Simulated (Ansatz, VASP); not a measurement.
**One calculation of Cu, two programs**

The input INCAR:

```
ALGO = Normal
EDIFF = 1E-7
EDIFFG = -0.01
ENCUT = 600
GGA = PE
IBRION = 2
ISIF = 3
ISMEAR = 0
LASPH = True
LCHARG = False
LREAL = False
LWAVE = False
NELM = 100
NSW = 80
PREC = Accurate
SIGMA = 0.1
```

Contents of KPOINTS:

```
k-points
0
Gamma
  20 20 20
```

The input POSCAR:

```
Cu
1.0
    0.0000000000      1.8185549627      1.8185549627
    1.8185549627      0.0000000000      1.8185549627
    1.8185549627      1.8185549627      0.0000000000
Cu
1
Direct
    0.0000000000      0.0000000000      0.0000000000
```

Input for Ansatz:

```yaml
crystal:
  lattice:
    - [0.0, 1.8185549627, 1.8185549627]
    - [1.8185549627, 0.0, 1.8185549627]
    - [1.8185549627, 1.8185549627, 0.0]
  atoms:
    - { symbol: Cu, position: [0.0, 0.0, 0.0] }
basis:
  ecutwfc: 420
kpoints:
  mp_grid: { grid: [20, 20, 20] }
hamiltonian:
  xc: pbe
scf:
  occupations: { method: gaussian, width: 0.1 }
output:
  forces: true
  stress: true
  eigenvalues: true
relax:
  adjacent_minimum: "off"
  f_tol: 0.01
  max_steps: 60
  cell: { stress_tol: 0.1 }
```

Alike in both runs: task relaxation of cell and atoms; functional PBE; k mesh 20 × 20 × 20; occupations gaussian, width 0.1 eV; no spin polarisation.

|  | VASP | Ansatz |
| --- | --- | --- |
| version | VASP 6.6.1 | Ansatz 0.2.0 |
| potentials or method | VASP PAW PBE potentials, release 64 (Cu), cutoff 600 eV | scalar-relativistic, plane waves, PAW |
| valence electrons in the cell | 11 | 19 |

|  | VASP | Ansatz | Ansatz less VASP |
| --- | --- | --- | --- |
| gap on the k mesh at the Fermi level, each at its own relaxed structure (eV) | none | none | - |
| relaxed volume (Å³/atom) | 12.00 | 11.95 | -0.042 |
| relaxed length of the cell vector where the two differ most in proportion (Å) | 2.570 | 2.567 | -0.0030 |

A gap of «none» marks a metal or a gap that the smearing closes. VASP's potentials hold 11 valence electrons a cell and Ansatz's 19, so a difference there can come from the potentials and not from the codes.
